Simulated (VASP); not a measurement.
# Cd (P6_3/mmc) in VASP: a series of runs

Runs on Cd. Level: PBE. Tasks: single point.

Everything below comes from runs of VASP 6.6.1. Logs are shortened: lines on timing, memory, paths and dates and some standing lists are left out, and cuts for length are marked.

### 1 The cell of the first run

Symmetry: P6_3/mmc, No. 194, hexagonal system. Conventional cell: a = 2.894 Å, b = 2.894 Å, c = 5.968 Å, α = 90.00°, β = 90.00°, γ = 120.00°. Cd (site symmetry -6m2) has 12 Cd at 2.89 to 3.42 Å within 3.8 Å.

### 2 Single point, PBE (biaxial strain in the a-b plane: -4.0 %)

INCAR reads:

```
PREC = Accurate
ENCUT = 520
EDIFF = 1E-6
ISMEAR = 0
SIGMA = 0.1
LREAL = F
LASPH = T
NELM = 80
ALGO = Fast
ISIF = 2
LWAVE = F
LCHARG = F
GGA = PE
NBANDS = 19
```

KPOINTS reads:

```
regular mesh
0
Gamma
  21 21 10
```

POSCAR reads:

```
Cd
1.0
    2.8942550104      0.0000000000      0.0000000000
   -1.4471275052      2.5064983641      0.0000000000
    0.0000000000      0.0000000000      5.9675085241
Cd
2
Direct
    0.3333333333      0.6666666667      0.2500000000
    0.6666666667      0.3333333333      0.7500000000
```

Potentials or basis: VASP PAW PBE potentials, release 64 (Cd).

Run with:

```
$ cat potpaw_PBE.64/Cd/POTCAR > POTCAR
$ mpirun -np 1 vasp_std > vasp.out
```

OUTCAR:

```text
PREC = Accurate
   ENCUT = 520
   EDIFF = 1E-6
   ISMEAR = 0
   LREAL = F
   LASPH = T
   NELM = 80
   ISIF = 2
   GGA = PE

 ion  position               nearest neighbor table
   1  0.333  0.667  0.250-   2 3.42   2 3.42   2 3.42   2 3.42   2 3.42   2 3.42
   2  0.667  0.333  0.750-   1 3.42   1 3.42   1 3.42   1 3.42   1 3.42   1 3.42

  LATTYP: Found a hexagonal cell.
 ALAT       =     2.8942550104
 C/A-ratio  =     2.0618461409

  Lattice vectors:

 A1 = (   2.8942550104,   0.0000000000,   0.0000000000)
 A2 = (  -1.4471275052,   2.5064983641,   0.0000000000)
 A3 = (   0.0000000000,   0.0000000000,   5.9675085241)

Analysis of symmetry for initial positions (statically):
=====================================================================
 Subroutine PRICEL returns:
 Original cell was already a primitive cell.

 Routine SETGRP: Setting up the symmetry group for a
 hexagonal supercell.

 Subroutine GETGRP returns: Found 24 space group operations
 (whereof 12 operations were pure point group operations)
 out of a pool of 24 trial point group operations.

The static configuration has the point symmetry D_3d.
 The point group associated with its full space group is D_6h.

Analysis of symmetry for dynamics (positions and initial velocities):
=====================================================================
 Subroutine PRICEL returns:
 Original cell was already a primitive cell.

 Routine SETGRP: Setting up the symmetry group for a
 hexagonal supercell.

 Subroutine GETGRP returns: Found 24 space group operations
 (whereof 12 operations were pure point group operations)
 out of a pool of 24 trial point group operations.

The dynamic configuration has the point symmetry D_3d.
 The point group associated with its full space group is D_6h.

 Subroutine INISYM returns: Found 24 space group operations
 (whereof 12 operations are pure point group operations),
 and found     1 'primitive' translations

----------------------------------------------------------------------------------------

                                     Primitive cell

  volume of cell :      43.2910

[... 80 lines left out ...]
   ISTART =      0    job   : 0-new  1-cont  2-samecut
   ICHARG =      2    charge: 1-file 2-atom 10-const
   ISPIN  =      1    spin polarized calculation?
   LNONCOLLINEAR =      F non collinear calculations
   LSORBIT =      F    spin-orbit coupling
   LASPH  =      T    aspherical Exc in radial PAW
   ENCUT  =  520.0 eV  38.22 Ry    6.18 a.u.   5.38  5.38 11.10*2*pi/ulx,y,z
   NELM   =     80;   NELMIN=  2; NELMDL= -5     # of ELM steps
   EDIFF  = 0.1E-05   stopping-criterion for ELM
   LREAL  =      F    real-space projection
   EDIFFG = 0.1E-04   stopping-criterion for IOM
   NSW    =      0    number of steps for IOM
   IBRION =     -1    ionic relax: 0-MD 1-quasi-New 2-CG
   NFREE  =      0    steps in history (QN), initial steepest desc. (CG)
   ISIF   =      2    stress and relaxation
   ISYM   =      2    0-nonsym 1-usesym 2-fastsym
   POTIM  = 0.5000    time-step for ionic-motion
   TEBEG  =    0.0;   TEEND  =   0.0 temperature during run
   PSTRESS=    0.0 pullay stress
   NELECT =      24.0000    total number of electrons
   NUPDOWN=      -1.0000    fix difference up-down
   EMIN   =  10.00;   EMAX   =-10.00  energy-range for DOS
   EFERMI =   0.00;   METHOD = LEGACY
   ISMEAR =     0;   SIGMA  =   0.10  broadening in eV -4-tet -1-fermi 0-gaus
   EFERMI_NEDOS =   21; number of points for ismear=-14 and -15
   IALGO  =     68    algorithm
   IMIX   =      4    mixing-type and parameters
     AMIX     =   0.40;   BMIX     =  1.00
     AMIX_MAG =   1.60;   BMIX_MAG =  1.00
  volume/ion in A,a.u.               =      21.65       146.07
  Fermi-wavevector in a.u.,A,eV,Ry     =   1.344867  2.541431 24.608429  1.808669
  Thomas-Fermi vector in A             =   2.472826
   LORBIT       =      0    0 simple, 1 ext, 2 COOP (PROOUT), +10 PAW based schemes
   GGA     = PE    functional components
   LHFCALC =     F    Hartree Fock is set to
   AEXX    =    0.0000 exact exchange contribution
   IVDW    =     0    specifies the selected vdW correction
   LEPSILON=     F    determine dielectric tensor
   LRPA    =     F    only Hartree local field effects (RPA)
 non-spin polarized calculation
 RMM-DIIS sequential band-by-band and
 Gauss-broadening in eV      SIGMA  =   0.10
  energy-cutoff  :      520.00
  volume of cell :       43.29
 maximum number of plane-waves:      1211
 NGX is ok and might be reduce to    24
   NGX = 11   NGY = 11   NGZ = 23

 number of electron      24.0000004 magnetization

 Free energy of the ion-electron system (eV)
  ---------------------------------------------------
  ext. energy  EPLUGINS =         0.00000000
  ---------------------------------------------------
  free energy    TOTEN  =        -1.41592756 eV

  energy without entropy =       -1.41200336  energy(sigma->0) =       -1.41396546

 E-fermi :   2.8917     XC(G=0): -10.9875

 val. band max:        2.8857547311   @ k =   0.3810   0.1905   0.3000
 cond. band min:       2.8921407956   @ k =   0.2857   0.1905   0.0000
 fundamental gap:      0.0063860645
 Fermi energy:         2.8916651793

 k-point     1 :       0.0000    0.0000    0.0000
  band No.  band energies     occupation
      1      -7.1126      2.00000
      2      -6.9577      2.00000
      3      -6.3896      2.00000
      4      -6.3896      2.00000
      5      -6.3585      2.00000
      6      -6.3585      2.00000
[... 505 lines left out ...]
      6      -6.0792      2.00000
[... 11 lines left out ...]
     18      15.4386      0.00000
     19      16.2466      0.00000

 [... further k-points ...]

------------------------ aborting loop because EDIFF is reached ----------------------------------------

  FORCE on cell =-STRESS in cart. coord.  units (eV):
  Direction    XX          YY          ZZ          XY          YZ          ZX
  --------------------------------------------------------------------------------------
  -------------------------------------------------------------------------------------
  Total        2.0069153      2.0069153      0.2731612      0.0000000     -0.0000000     -0.0000000
  in kB       74.2749489     74.2749489     10.1095600      0.0000000     -0.0000000     -0.0000000
  external PRESSURE =      52.8864859 kB  Pullay stress =       0.0000000 kB

 VOLUME and BASIS-vectors are now :
 -----------------------------------------------------------------------------
  energy-cutoff  :      520.00
  volume of cell :       43.29
      direct lattice vectors                 reciprocal lattice vectors
     2.894255010  0.000000000  0.000000000     0.345512056  0.199481479  0.000000000
    -1.447127505  2.506498364  0.000000000     0.000000000  0.398962957  0.000000000
     0.000000000  0.000000000  5.967508524     0.000000000  0.000000000  0.167574122

 POSITION                                       TOTAL-FORCE (eV/Angst)
 -----------------------------------------------------------------------------------
     -0.00000      1.67100      1.49188        -0.000000     -0.000000      0.000000
      1.44713      0.83550      4.47563         0.000000      0.000000      0.000000
 -----------------------------------------------------------------------------------
    total drift:                               -0.000000      0.000000      0.000000

  FREE ENERGIE OF THE ION-ELECTRON SYSTEM (eV)
  ---------------------------------------------------
  free  energy   TOTEN  =        -1.4159275627 eV

  energy  without entropy=       -1.4120033627  energy(sigma->0) =       -1.41396546
```

OSZICAR:

```text
N       E                     dE             d eps       ncg     rms          rms(c)
DAV:   1     0.177829057356E+03    0.17783E+03   -0.13166E+04 10952   0.127E+03
DAV:   2     0.252853592298E+01   -0.17530E+03   -0.16902E+03 11368   0.336E+02
DAV:   3    -0.151851064177E+01   -0.40470E+01   -0.40391E+01 12520   0.585E+01
DAV:   4    -0.152575552907E+01   -0.72449E-02   -0.72442E-02 12098   0.230E+00
DAV:   5    -0.152577884721E+01   -0.23318E-04   -0.23318E-04 11983   0.126E-01    0.477E+00
RMM:   6    -0.142169428001E+01    0.10408E+00   -0.24455E-01 11020   0.458E+00    0.369E+00
RMM:   7    -0.141575204934E+01    0.59422E-02   -0.27101E-02 11404   0.127E+00    0.165E+00
RMM:   8    -0.141583448640E+01   -0.82437E-04   -0.43774E-03 11629   0.870E-01    0.102E-01
RMM:   9    -0.141589271689E+01   -0.58230E-04   -0.28289E-04 11995   0.165E-01    0.512E-02
RMM:  10    -0.141593062932E+01   -0.37912E-04   -0.10563E-04 11782   0.130E-01    0.256E-02
RMM:  11    -0.141592762251E+01    0.30068E-05   -0.14791E-05 12171   0.360E-02    0.264E-03
RMM:  12    -0.141592756265E+01    0.59856E-07   -0.50190E-07  7852   0.895E-03
   1 F= -.14159276E+01 E0= -.14139655E+01  d E =-.392420E-02
```

It took 62 s on 1 thread of Intel Xeon 6975P-C (Granite Rapids), shared host; peak memory 0.31 GiB.

What came out:

```
Free energy            : -1.4159 eV
Pressure               : 5.3 GPa
Band gap on the k mesh : zero (bands 12 and 13 overlap by 5.09 eV)
```

Stress tensor (GPa, compression positive):
```
7.43 0.00 0.00
0.00 7.43 0.00
0.00 0.00 1.01
```

Levels at points of the mesh, in eV from the Fermi level:
| k point | band 10 | band 11 | band 12 | band 13 | band 14 | band 15 |
| --- | --- | --- | --- | --- | --- | --- |
| (0.00, 0.00, 0.00) | -8.44 | -8.44 | -3.87 | -3.22 | 8.40 | 12.85 |
| (0.00, 0.00, 0.50) | -8.51 | -7.40 | -7.40 | 2.45 | 2.45 | 15.63 |

Caveat: the cell differs from its parent crystal (biaxial strain in the a-b plane: -4.0 %); the cell stands under pressure.

### 3 Single point, PBE (biaxial strain in the a-b plane: -6.0 %, then relaxed in part)

INCAR reads:

```
SYSTEM = Cd
  PREC = Accurate
  ENCUT = 520
  EDIFF = 1E-6
  ISMEAR = 0
  SIGMA = 0.1
  LREAL = .FALSE.
  LASPH = .TRUE.
  NELM = 60
  ALGO = Fast
  ISIF = 2
  LWAVE = .FALSE.
  LCHARG = .TRUE.
  GGA = PE
  LELF = .TRUE.
  LVHAR = .TRUE.
  NBANDS = 19
```

KPOINTS reads:

```
regular mesh
0
G
  21 21 10
  0 0 0
```

POSCAR reads:

```
Cd
1.0
    2.8339580311      0.0000000000      0.0000000000
   -1.4169790155      2.4542796482      0.0000000000
    0.0000000000      0.0000000000      6.3459170126
Cd
2
Direct
    0.3333333333      0.6666666667      0.2500000000
    0.6666666667      0.3333333333      0.7500000000
```

Potentials or basis: VASP PAW PBE potentials, release 64 (Cd).

Run with:

```
$ cat potpaw_PBE.64/Cd/POTCAR > POTCAR
$ mpirun -np 1 vasp_std > vasp.out
```

OUTCAR:

```text
SYSTEM = Cd
   PREC = Accurate
   ENCUT = 520
   EDIFF = 1E-6
   ISMEAR = 0
   LREAL = .FALSE.
   LASPH = .TRUE.
   NELM = 60
   ISIF = 2
   GGA = PE

 ion  position               nearest neighbor table
   1  0.333  0.667  0.250-   2 3.57   2 3.57   2 3.57   2 3.57   2 3.57   2 3.57
   2  0.667  0.333  0.750-   1 3.57   1 3.57   1 3.57   1 3.57   1 3.57   1 3.57

  LATTYP: Found a hexagonal cell.
 ALAT       =     2.8339580311
 C/A-ratio  =     2.2392417047

  Lattice vectors:

[... 720 lines left out ...]

  FORCE on cell =-STRESS in cart. coord.  units (eV):
  Direction    XX          YY          ZZ          XY          YZ          ZX
  --------------------------------------------------------------------------------------
  -------------------------------------------------------------------------------------
  Total        2.8642286      2.8642286      0.0321876      0.0000000      0.0000000      0.0000000
  in kB      103.9696098    103.9696098      1.1683903      0.0000000      0.0000000      0.0000000
  external PRESSURE =      69.7025366 kB  Pullay stress =       0.0000000 kB

 VOLUME and BASIS-vectors are now :
 -----------------------------------------------------------------------------
  energy-cutoff  :      520.00
  volume of cell :       44.14
      direct lattice vectors                 reciprocal lattice vectors
     2.833958031  0.000000000  0.000000000     0.352863377  0.203725765  0.000000000
    -1.416979015  2.454279648  0.000000000     0.000000000  0.407451531  0.000000000
     0.000000000  0.000000000  6.345917013     0.000000000  0.000000000  0.157581638

 POSITION                                       TOTAL-FORCE (eV/Angst)
 -----------------------------------------------------------------------------------
     -0.00000      1.63619      1.58648        -0.000000      0.000000     -0.000000
      1.41698      0.81809      4.75944         0.000000      0.000000      0.000000
 -----------------------------------------------------------------------------------
    total drift:                               -0.000000      0.000000      0.000000

  FREE ENERGIE OF THE ION-ELECTRON SYSTEM (eV)
  ---------------------------------------------------
  free  energy   TOTEN  =        -1.3282051538 eV

  energy  without entropy=       -1.3251264047  energy(sigma->0) =       -1.32666578
```

OSZICAR:

```text
N       E                     dE             d eps       ncg     rms          rms(c)
DAV:   1     0.178440432004E+03    0.17844E+03   -0.13170E+04 10960   0.127E+03
DAV:   2     0.267431157319E+01   -0.17577E+03   -0.16974E+03 11361   0.335E+02
DAV:   3    -0.143586344908E+01   -0.41102E+01   -0.41024E+01 12653   0.589E+01
DAV:   4    -0.144366636912E+01   -0.78029E-02   -0.78022E-02 11986   0.239E+00
DAV:   5    -0.144369328268E+01   -0.26914E-04   -0.26914E-04 12111   0.132E-01    0.500E+00
RMM:   6    -0.133520628001E+01    0.10849E+00   -0.25106E-01 11058   0.466E+00    0.377E+00
RMM:   7    -0.132816352700E+01    0.70428E-02   -0.30100E-02 11415   0.135E+00    0.162E+00
RMM:   8    -0.132811003852E+01    0.53488E-04   -0.46700E-03 11570   0.877E-01    0.102E-01
RMM:   9    -0.132816873914E+01   -0.58701E-04   -0.29909E-04 12126   0.169E-01    0.539E-02
RMM:  10    -0.132820792813E+01   -0.39189E-04   -0.10553E-04 11784   0.129E-01    0.249E-02
RMM:  11    -0.132820520938E+01    0.27187E-05   -0.13925E-05 12294   0.352E-02    0.254E-03
RMM:  12    -0.132820515377E+01    0.55611E-07   -0.56808E-07  7962   0.945E-03
   1 F= -.13282052E+01 E0= -.13266658E+01  d E =-.307875E-02
```

Run time: 70 s. Hardware: 1 thread of Intel Xeon 6975P-C (Granite Rapids), shared host; peak memory 0.31 GiB.

What came out:

```yaml
Free_energy: -1.3282 eV
Pressure: 7.0 GPa
Band_gap_on_the_k_mesh: zero (bands 12 and 13 overlap by 5.23 eV)
```

Levels at points of the mesh, in eV from the Fermi level:
```tsv
k point	band 10	band 11	band 12	band 13	band 14	band 15
(0.00, 0.00, 0.00)	-8.47	-8.47	-4.66	-3.32	6.47	10.93
(0.00, 0.00, 0.50)	-8.51	-7.42	-7.42	1.34	1.34	16.18
```

Caveat: the cell differs from its parent crystal (biaxial strain in the a-b plane: -6.0 %, then relaxed in part); the cell stands under pressure.

### 4 Single point, PBE (biaxial strain in the a-b plane: -2.0 %, then relaxed in part)

INCAR reads:

```
SYSTEM = Cd
PREC     = Accurate       ! precision mode
ENCUT    = 520            ! plane-wave cutoff, eV
EDIFF    = 1E-7           ! SCF threshold, eV
ISMEAR   = 0              ! smearing method
SIGMA    = 0.1            ! smearing width, eV
LREAL    = .FALSE.        ! projectors in reciprocal space
LASPH    = .TRUE.         ! aspherical terms in the spheres
NELM     = 100            ! most SCF steps
ALGO     = Fast           ! electronic algorithm
ISIF     = 2              ! what is computed and relaxed
LWAVE    = .FALSE.        ! write WAVECAR
LCHARG   = .FALSE.        ! write CHGCAR
GGA      = PE             ! functional
NBANDS   = 19             ! bands
```

KPOINTS is that of step 3.

POSCAR reads:

```
Cd
1.0
    2.9545519898      0.0000000000      0.0000000000
   -1.4772759949      2.5587170800      0.0000000000
    0.0000000000      0.0000000000      5.9062090350
Cd
2
Direct
    0.3333333333      0.6666666667      0.2500000000
    0.6666666667      0.3333333333      0.7500000000
```

Run with:

```
$ cat potpaw_PBE.64/Cd/POTCAR > POTCAR
$ mpirun -np 1 vasp_std > vasp.out
```

Run time: 68 s. Hardware: 1 thread of Intel Xeon 6975P-C (Granite Rapids), shared host; peak memory 0.31 GiB.

Results (log left out):

* Free energy: -1.4755 eV
* Pressure: 2.4 GPa
* Band gap on the k mesh: zero (bands 12 and 13 overlap by 4.70 eV)

Stress tensor (GPa, compression positive):
```
3.44 0.00 0.00
0.00 3.44 0.00
0.00 0.00 0.18
```

Levels at points of the mesh, in eV from the Fermi level:
```csv
k point,band 8,band 9,band 10,band 11,band 12,band 13,band 14,band 15,band 16,band 17
"(0.00, 0.00, 0.00)",-8.60,-8.56,-8.43,-8.43,-3.60,-3.02,8.96,13.23,14.88,15.55
"(0.00, 0.00, 0.50)",-8.51,-8.51,-8.51,-7.22,-7.22,2.80,2.80,15.19,15.19,16.39
```

Caveat: the cell differs from its parent crystal (biaxial strain in the a-b plane: -2.0 %, then relaxed in part).

### 5 Summary

| cell | further INCAR settings | gap on the mesh (eV) | pressure (GPa) |
| --- | --- | --- | --- |
| a = 2.894, b = 2.894, c = 5.968 Å, angles 90.0, 90.0, 120.0°, 2 atoms | ALGO = Fast; EDIFF = 1e-06; NBANDS = 19 | none | 5.3 |
| a = 2.834, b = 2.834, c = 6.346 Å, angles 90.0, 90.0, 120.0°, 2 atoms | ALGO = Fast; EDIFF = 1e-06; NBANDS = 19 | none | 7.0 |
| a = 2.955, b = 2.955, c = 5.906 Å, angles 90.0, 90.0, 120.0°, 2 atoms | ALGO = Fast; EDIFF = 1e-07; NBANDS = 19 | none | 2.4 |

Alike in all rows: task single point; level PBE; potentials or basis VASP PAW PBE potentials, release 64 (Cd); no spin polarisation; k mesh 21 × 21 × 10; cutoff (eV) 520; smearing gaussian 0.1 eV.

Caveats: the cell stands under pressure (at least some runs).

Absolute energies hang on the potentials; compare differences alone.
